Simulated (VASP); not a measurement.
The system is LiSe4.

```
Li Se
1.0
     3.38376    0.00000    0.00000
    -0.05160    3.55285    0.00000
    -0.00389   -0.32077    4.93002
Li Se
1 4
Direct
  0.50000 0.00000 0.75000
  0.50057 0.50005 0.49924
  0.48788 0.48878 0.00074
  0.00016 0.00000 0.49916
  0.01123 0.01178 0.00114
```

The cell was generated, and may not be a known phase.

| Property | Result |
| --- | --- |
| Program | VASP 6.6.1 |
| Task | relaxation of cell and atoms |
| Functional | PBE |
| Potentials or basis | VASP PAW PBE potentials, release 64 (Li_sv, Se) |
| Cutoff | 600 eV |
| k mesh | 6 × 6 × 4 |
| Occupations | gaussian, width 0.1 eV |
| Spin | no spin polarisation |

At the start: pressure 113.8 GPa; volume 11.85 Å³/atom.

**Question.** Where does the relaxation end?

**Answer.** Over 49 steps the energy falls by 2160.2 meV/atom and the volume is 22.93 Å³/atom (+93.4 %); space group P-1 (No. 2, to 0.1 Å) before, P2/m (No. 10, to 0.1 Å).

Step by step:
| step | energy change (eV) | largest force (eV/Å) | pressure (GPa) | volume (Å³) |
| --- | --- | --- | --- | --- |
| 1 | 0.0000 | 3.3572 | 113.83 | 59.27 |
| 3 | -10.1025 | 0.3229 | -0.05 | 104.39 |
| 5 | -10.1213 | 0.1863 | 0.38 | 103.61 |
| 7 | -10.1527 | 0.1065 | -0.03 | 104.41 |
| 9 | -10.1585 | 0.1198 | -0.02 | 104.69 |
| 11 | -10.1630 | 0.0440 | 0.08 | 104.54 |
| 13 | -10.3276 | 0.2077 | 1.67 | 103.64 |
| 15 | -10.4742 | 0.5242 | 3.83 | 102.74 |
| 17 | -10.4907 | 0.8318 | 5.61 | 102.12 |
| 19 | -10.4938 | 0.7611 | 5.33 | 102.21 |
| 21 | -10.4946 | 0.7933 | 5.43 | 102.22 |
| 23 | -10.4955 | 0.8363 | 5.57 | 102.24 |
| 25 | -10.5009 | 0.8313 | 5.49 | 102.36 |
| 27 | -10.5220 | 0.8115 | 5.19 | 102.87 |
| 29 | -10.5951 | 0.7338 | 4.03 | 104.92 |
| 31 | -10.7352 | 0.4469 | 0.40 | 113.28 |
| 33 | -10.7509 | 0.3433 | -0.25 | 115.10 |
| 35 | -10.7690 | 0.2169 | -0.42 | 115.29 |
| 37 | -10.7852 | 0.1697 | 0.57 | 114.16 |
| 39 | -10.7938 | 0.0557 | -0.20 | 115.66 |
| 41 | -10.7951 | 0.0496 | -0.16 | 115.47 |
| 43 | -10.7974 | 0.0582 | -0.08 | 115.02 |
| 45 | -10.7994 | 0.0550 | 0.23 | 114.36 |
| 47 | -10.8006 | 0.0489 | -0.03 | 114.69 |
| 49 | -10.8012 | 0.0344 | -0.01 | 114.64 |

Final structure:
```
CELL_PARAMETERS angstrom
4.60750 -0.72522 -0.02051
-0.76670 4.72122 0.13903
0.00488 -0.18412 5.40271
ATOMIC_POSITIONS crystal
Li 0.49980 0.00103 0.75006
Se 0.50132 0.50167 0.48314
Se 0.50252 0.50150 0.01640
Se 0.99674 0.99982 0.48413
Se 0.99946 0.99659 0.01655
```

Caveat: the cutoff is under 1.25 times the usual one of these potentials, so pressure, stress and relaxed cells hold a basis-set (Pulay) error; the volume moved by over 15 % at a fixed basis, so the end points are rough; the highest band is partly filled, so the run has too few bands.
